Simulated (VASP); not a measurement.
# Mn (Fmmm) in VASP: single point with PBE

Aim: the single point of Mn with PBE.

Everything below comes from runs of VASP 6.6.1. Logs are shortened: lines on timing, memory, paths and dates and some standing lists are left out, and cuts for length are marked.

## (1) The cell of the first run

The typed cell holds 2 atoms: a = 3.928 Å, b = 2.673 Å, c = 3.928 Å, α = 70.10°, β = 39.78°, γ = 70.11°.

## (2) Single point, PBE

Input file INCAR:

```
SYSTEM = Mn
ALGO = Normal
EDIFF = 1E-6
ENCUT = 680
GGA = PE
GGA_COMPAT = .False.
ISIF = 2
ISMEAR = 0
LASPH = .True.
LCHARG = .True.
LELF = .True.
LREAL = .False.
LVHAR = .True.
LWAVE = .False.
NBANDS = 22
NELM = 120
PREC = Accurate
SIGMA = 0.1
```

Input file KPOINTS:

```
k-points
0
Gamma
  8 8 8
  0 0 0
```

Input file POSCAR:

```
Mn
1.0
    0.0000000000      3.4430467377      1.8896405588
    1.8902424323      0.0000000000      1.8896405588
    1.8902424323      3.4430467377      0.0000000000
Mn
2
Direct
    0.1549506814      0.8450493186      0.1549506814
    0.8450493186      0.1549506814      0.8450493186
```

Potentials or basis: VASP PAW PBE potentials, release 64 (Mn_sv).

Command:

```bash
$ cat potpaw_PBE.64/Mn_sv/POTCAR > POTCAR
$ mpirun -np 1 vasp_std > vasp.out
```

OUTCAR:

```text
SYSTEM = Mn
   EDIFF = 1E-6
   ENCUT = 680
   GGA = PE
   ISIF = 2
   ISMEAR = 0
   LASPH = .True.
   LREAL = .False.
   NELM = 120
   PREC = Accurate

 ion  position               nearest neighbor table
   1  0.155  0.845  0.155-   2 2.13   2 2.30   2 2.30   2 2.30   2 2.30
   2  0.845  0.155  0.845-   1 2.13   1 2.30   1 2.30   1 2.30   1 2.30

  LATTYP: Found a face centered orthorhombic cell.
 ALAT       =     3.7792811176
 B/A-ratio  =     1.0003185122
 C/A-ratio  =     1.8220643718

  Lattice vectors:

 A1 = (   1.8902424323,   3.4430467377,   0.0000000000)
 A2 = (   0.0000000000,   3.4430467377,   1.8896405588)
 A3 = (   1.8902424323,   0.0000000000,   1.8896405588)

Analysis of symmetry for initial positions (statically):
=====================================================================
 Subroutine PRICEL returns:
 Original cell was already a primitive cell.

 Routine SETGRP: Setting up the symmetry group for a
 face centered orthorhombic supercell.

 Subroutine GETGRP returns: Found  8 space group operations
 (whereof  8 operations were pure point group operations)
 out of a pool of  8 trial point group operations.

The static configuration has the point symmetry D_2h.

Analysis of symmetry for dynamics (positions and initial velocities):
=====================================================================
 Subroutine PRICEL returns:
 Original cell was already a primitive cell.

 Routine SETGRP: Setting up the symmetry group for a
 face centered orthorhombic supercell.

 Subroutine GETGRP returns: Found  8 space group operations
 (whereof  8 operations were pure point group operations)
 out of a pool of  8 trial point group operations.

The dynamic configuration has the point symmetry D_2h.

 Subroutine INISYM returns: Found  8 space group operations
 (whereof  8 operations are pure point group operations),
 and found     1 'primitive' translations

----------------------------------------------------------------------------------------

                                     Primitive cell

  volume of cell :      24.5963

  direct lattice vectors                    reciprocal lattice vectors
     0.000000000  3.443046738  1.889640559    -0.264516335  0.145220219  0.264600586
     1.890242432  0.000000000  1.889640559     0.264516335 -0.145220219  0.264600586
     1.890242432  3.443046738  0.000000000     0.264516335  0.145220219 -0.264600586

  length of vectors
     3.927507133  2.672780929  3.927796748     0.401336858  0.401336858  0.401336858

  position of ions in fractional coordinates (direct lattice)
     0.154950681  0.845049319  0.154950681
     0.845049319  0.154950681  0.845049319

  ion indices of the primitive-cell ions
   primitive index   ion index
                 1           1
                 2           2

----------------------------------------------------------------------------------------

 KPOINTS: k-points

Automatic generation of k-mesh.
 Grid dimensions read from file:
 generate k-points for:    8    8    8

 Generating k-lattice:

  Cartesian coordinates                     Fractional coordinates (reciprocal lattice)
    -0.033064542  0.018152527  0.033075073     0.125000000  0.000000000  0.000000000
     0.033064542 -0.018152527  0.033075073     0.000000000  0.125000000  0.000000000
     0.033064542  0.018152527 -0.033075073     0.000000000  0.000000000  0.125000000

  Length of vectors
     0.050167107  0.050167107  0.050167107

  Shift w.r.t. Gamma in fractional coordinates (k-lattice)
     0.000000000  0.000000000  0.000000000

 Subroutine IBZKPT returns following result:
 ===========================================

 Found     95 irreducible k-points:

 Following reciprocal coordinates:
            Coordinates               Weight
  0.000000  0.000000  0.000000      1.000000
  0.125000  0.000000  0.000000      8.000000
  0.250000  0.000000  0.000000      8.000000
  0.375000  0.000000  0.000000      8.000000
  0.500000  0.000000  0.000000      4.000000
  0.125000  0.125000  0.000000      2.000000
[... 16 lines left out ...]
  0.250000  0.000000  0.125000      8.000000
  0.375000  0.000000  0.125000      8.000000
 [... further k-points ...]
   k-points           NKPTS =     95   k-points in BZ     NKDIM =     95   number of bands    NBANDS=     22
   number of dos      NEDOS =    301   number of ions     NIONS =      2
   total plane-waves  NPLWV =  31104
   dimension x,y,z NGX =    36 NGY =   24 NGZ =   36
   dimension x,y,z NGXF=    72 NGYF=   48 NGZF=   72
   ions per type =               2
   NGX,Y,Z   is equivalent  to a cutoff of  15.24, 14.93, 15.24 a.u.
   NGXF,Y,Z  is equivalent  to a cutoff of  30.48, 29.86, 30.47 a.u.
 SYSTEM =  Mn
   PREC   = accura    normal or accurate (medium, high low for compatibility)
   ISTART =      0    job   : 0-new  1-cont  2-samecut
   ICHARG =      2    charge: 1-file 2-atom 10-const
   ISPIN  =      1    spin polarized calculation?
   LNONCOLLINEAR =      F non collinear calculations
   LSORBIT =      F    spin-orbit coupling
   LASPH  =      T    aspherical Exc in radial PAW
   ENCUT  =  680.0 eV  49.98 Ry    7.07 a.u.   8.35  5.68  8.35*2*pi/ulx,y,z
   NELM   =    120;   NELMIN=  2; NELMDL= -5     # of ELM steps
   EDIFF  = 0.1E-05   stopping-criterion for ELM
   LREAL  =      F    real-space projection
   EDIFFG = 0.1E-04   stopping-criterion for IOM
   NSW    =      0    number of steps for IOM
   IBRION =     -1    ionic relax: 0-MD 1-quasi-New 2-CG
   NFREE  =      0    steps in history (QN), initial steepest desc. (CG)
   ISIF   =      2    stress and relaxation
   ISYM   =      2    0-nonsym 1-usesym 2-fastsym
   POTIM  = 0.5000    time-step for ionic-motion
   TEBEG  =    0.0;   TEEND  =   0.0 temperature during run
   PSTRESS=    0.0 pullay stress
   NELECT =      30.0000    total number of electrons
   NUPDOWN=      -1.0000    fix difference up-down
   EMIN   =  10.00;   EMAX   =-10.00  energy-range for DOS
   EFERMI =   0.00;   METHOD = LEGACY
   ISMEAR =     0;   SIGMA  =   0.10  broadening in eV -4-tet -1-fermi 0-gaus
   EFERMI_NEDOS =   21; number of points for ismear=-14 and -15
   IALGO  =     38    algorithm
   IMIX   =      4    mixing-type and parameters
     AMIX     =   0.40;   BMIX     =  1.00
     AMIX_MAG =   1.60;   BMIX_MAG =  1.00
  volume/ion in A,a.u.               =      12.30        82.99
  Fermi-wavevector in a.u.,A,eV,Ry     =   1.749143  3.305401 41.627053  3.059502
  Thomas-Fermi vector in A             =   2.820113
   LORBIT       =      0    0 simple, 1 ext, 2 COOP (PROOUT), +10 PAW based schemes
   GGA     = PE    functional components
   LHFCALC =     F    Hartree Fock is set to
   AEXX    =    0.0000 exact exchange contribution
   IVDW    =     0    specifies the selected vdW correction
   LEPSILON=     F    determine dielectric tensor
   LRPA    =     F    only Hartree local field effects (RPA)
 non-spin polarized calculation
 Gauss-broadening in eV      SIGMA  =   0.10
  energy-cutoff  :      680.00
  volume of cell :       24.60
 maximum number of plane-waves:      1004
 NGX is ok and might be reduce to    36
   NGX = 17   NGY = 11   NGZ = 17

 number of electron      29.9999999 magnetization

 Free energy of the ion-electron system (eV)
  ---------------------------------------------------
  ext. energy  EPLUGINS =         0.00000000
  ---------------------------------------------------
  free energy    TOTEN  =       -17.02938249 eV

  energy without entropy =      -17.01187011  energy(sigma->0) =      -17.02062630

 E-fermi :  11.6915     XC(G=0): -13.1385

 val. band max:       11.6910205325   @ k =   0.2500   0.0000   0.0000
 cond. band min:      11.6949338373   @ k =  -0.2500   0.1250   0.0000
 fundamental gap:      0.0039133048
 Fermi energy:        11.6914981630

 k-point     1 :       0.0000    0.0000    0.0000
  band No.  band energies     occupation
      1     -67.5880      2.00000
      2     -67.2132      2.00000
      3     -36.7385      2.00000
      4     -36.2327      2.00000
      5     -36.2322      2.00000
      6     -35.9041      2.00000
[... 14 lines left out ...]
     21      23.2364      0.00000
     22      29.4161      0.00000

 k-point     2 :       0.1250    0.0000    0.0000
  band No.  band energies     occupation
      1     -67.5727      2.00000
      2     -67.2227      2.00000
      3     -36.7265      2.00000
      4     -36.2674      2.00000
      5     -36.2186      2.00000
      6     -35.9304      2.00000
[... 14 lines left out ...]
     21      23.5123      0.00000
     22      26.2547      0.00000

 k-point     3 :       0.2500    0.0000    0.0000
  band No.  band energies     occupation
      1     -67.5313      2.00000
      2     -67.2503      2.00000
      3     -36.7040      2.00000
      4     -36.3451      2.00000
      5     -36.1801      2.00000
      6     -35.9880      2.00000
[... 14 lines left out ...]
     21      21.3371      0.00000
     22      24.9309      0.00000

 k-point     4 :       0.3750    0.0000    0.0000
  band No.  band energies     occupation
      1     -67.4781      2.00000
      2     -67.2896      2.00000
      3     -36.6940      2.00000
      4     -36.4155      2.00000
      5     -36.1278      2.00000
      6     -36.0298      2.00000
[... 14 lines left out ...]
     21      17.7531      0.00000
     22      24.0028      0.00000

 k-point     5 :       0.5000    0.0000    0.0000
  band No.  band energies     occupation
      1     -67.4471      2.00000
      2     -67.3148      2.00000
      3     -36.6947      2.00000
      4     -36.4431      2.00000
      5     -36.0926      2.00000
      6     -36.0405      2.00000
[... 14 lines left out ...]
     21      16.4558      0.00000
     22      23.6813      0.00000

 k-point     6 :       0.1250    0.1250    0.0000
  band No.  band energies     occupation
      1     -67.5643      2.00000
      2     -67.2251      2.00000
      3     -36.7315      2.00000
      4     -36.2712      2.00000
      5     -36.2194      2.00000
      6     -35.9776      2.00000
[... 14 lines left out ...]
     21      23.2105      0.00000
     22      26.7811      0.00000

 k-point     7 :       0.2500    0.1250    0.0000
  band No.  band energies     occupation
      1     -67.5302      2.00000
      2     -67.2451      2.00000
      3     -36.7174      2.00000
      4     -36.3355      2.00000
      5     -36.1826      2.00000
      6     -36.0514      2.00000
[... 324 lines left out ...]
      6     -35.9931      2.00000
[... 14 lines left out ...]
     21      18.6706      0.00000
     22      21.9479      0.00000

 k-point    21 :       0.5000    0.5000    0.0000
  band No.  band energies     occupation
      1     -67.4254      2.00000
      2     -67.2944      2.00000
      3     -36.5875      2.00000
      4     -36.5001      2.00000
      5     -36.4954      2.00000
      6     -35.9936      2.00000
[... 14 lines left out ...]
     21      21.4736      0.00000
     22      21.9342      0.00000

 k-point    22 :       0.1250    0.0000    0.1250
  band No.  band energies     occupation
      1     -67.5752      2.00000
      2     -67.2265      2.00000
      3     -36.7000      2.00000
      4     -36.2470      2.00000
      5     -36.2465      2.00000
      6     -35.8893      2.00000
[... 14 lines left out ...]
     21      24.4834      0.00000
     22      28.0865      0.00000

 k-point    23 :       0.2500    0.0000    0.1250
  band No.  band energies     occupation
      1     -67.5485      2.00000
      2     -67.2480      2.00000
      3     -36.6583      2.00000
      4     -36.2912      2.00000
      5     -36.2439      2.00000
      6     -35.9080      2.00000
[... 14 lines left out ...]
     21      24.4432      0.00000
     22      26.1655      0.00000

 k-point    24 :       0.3750    0.0000    0.1250
  band No.  band energies     occupation
      1     -67.4995      2.00000
      2     -67.2830      2.00000
      3     -36.6386      2.00000
      4     -36.3596      2.00000
      5     -36.2109      2.00000
      6     -35.9738      2.00000
[... 14 lines left out ...]
     21      20.4229      0.00000
     22      26.8547      0.00000

 [... further k-points ...]
[... 5 lines left out ...]
  --------------------------------------------------------------------------------------
  -------------------------------------------------------------------------------------
  Total       -0.1716693     -0.1635893     -0.1693169      0.0000000      0.0000000      0.0000000
  in kB      -11.1823616    -10.6560384    -11.0291271      0.0000000      0.0000000      0.0000000
  external PRESSURE =     -10.9558423 kB  Pullay stress =       0.0000000 kB

 VOLUME and BASIS-vectors are now :
 -----------------------------------------------------------------------------
  energy-cutoff  :      680.00
  volume of cell :       24.60
      direct lattice vectors                 reciprocal lattice vectors
     0.000000000  3.443046738  1.889640559    -0.264516335  0.145220219  0.264600586
     1.890242432  0.000000000  1.889640559     0.264516335 -0.145220219  0.264600586
     1.890242432  3.443046738  0.000000000     0.264516335  0.145220219 -0.264600586

 POSITION                                       TOTAL-FORCE (eV/Angst)
 -----------------------------------------------------------------------------------
      1.89024      1.06700      1.88964         0.000000      0.035580      0.000000
      1.89024      5.81909      1.88964         0.000000     -0.035580      0.000000
 -----------------------------------------------------------------------------------
    total drift:                                0.000000      0.000000      0.000000

  FREE ENERGIE OF THE ION-ELECTRON SYSTEM (eV)
  ---------------------------------------------------
  free  energy   TOTEN  =       -17.0293824918 eV

  energy  without entropy=      -17.0118701051  energy(sigma->0) =      -17.02062630
```

Wall time 46 s (1 thread of Intel Xeon Platinum 8559C (Emerald Rapids), shared host); peak memory 0.21 GiB.

What came out:

```
Free energy            : -17.0294 eV
Pressure               : -1.1 GPa
Largest force          : 0.036 eV/Å
Band gap on the k mesh : zero (bands 15 and 16 overlap by 1.74 eV)
```

Forces on the atoms (eV/Å):
```
Mn   0.000  0.036  0.000
Mn   0.000 -0.036  0.000
```

Caveat: the run has no spin polarisation, though such a crystal can be magnetic.
